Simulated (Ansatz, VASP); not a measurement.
## TaN: VASP beside Ansatz

INCAR

```
SYSTEM = TaN
PREC = Accurate
ENCUT = 520
EDIFF = 1E-7
ISMEAR = 0
SIGMA = 0.15
LREAL = .False.
LASPH = .True.
NELM = 80
ALGO = Normal
ISIF = 2
LWAVE = .False.
LCHARG = .True.
GGA = PS
LELF = .True.
LVHAR = .True.
NBANDS = 15
```

Contents of KPOINTS:

```
Automatic mesh
0
Gamma
  21 21 18
  0 0 0
```

The input POSCAR:

```
TaN
1.0
    2.9601864186      0.0000000000      0.0000000000
   -1.4800932093      2.5635966385      0.0000000000
    0.0000000000      0.0000000000      3.0250145012
Ta N
1 1
Direct
    0.3333333333      0.6666666667      0.5000000000
    0.0000000000      0.0000000000      0.0000000000
```

Input for Ansatz:

```yaml
crystal:
  lattice:
    - [2.9601864186, 0.0, 0.0]
    - [-1.4800932093, 2.5635966385, 0.0]
    - [0.0, 0.0, 3.0250145012]
  atoms:
    - { symbol: Ta, position: [0.3333333333, 0.6666666667, 0.5] }
    - { symbol: "N", position: [0.0, 0.0, 0.0] }
basis:
  ecutwfc: 520.0
kpoints:
  mp_grid: { grid: [21, 21, 18] }
hamiltonian:
  xc: pbesol
scf:
  occupations: { method: gaussian, width: 0.15 }
output:
  forces: true
  stress: true
  eigenvalues: true
  write_density: true
  write_potential: true
  elf: true
  volumetric_format: npy
```

Alike in both runs: task single point; functional PBEsol; k mesh 21 × 21 × 18; occupations gaussian, width 0.15 eV; no spin polarisation.

```csv
,VASP,Ansatz
version,VASP 6.6.1,Ansatz 0.2.0
potentials or method,"VASP PAW PBE potentials, release 64 (Ta_pv, N), cutoff 520 eV","scalar-relativistic, plane waves, PAW"
valence electrons in the cell,16,18
```

Ansatz gave:

```
gap on the k mesh at the Fermi level (eV)                     : none
pressure (GPa)                                                : -24.2
traceless stress, the component that is largest in VASP (GPa) : -16.54
```

Problem. Which values does VASP return?

Solution. gap on the k mesh at the Fermi level (eV): none; pressure (GPa): -23.7; traceless stress, the component that is largest in VASP (GPa): -16.44.

VASP's potentials were made for PBE, not for PBEsol. A gap of «none» marks a metal or a gap that the smearing closes. VASP's potentials hold 16 valence electrons a cell and Ansatz's 18, so a difference there can come from the potentials and not from the codes.

Spin-orbit coupling is off throughout.
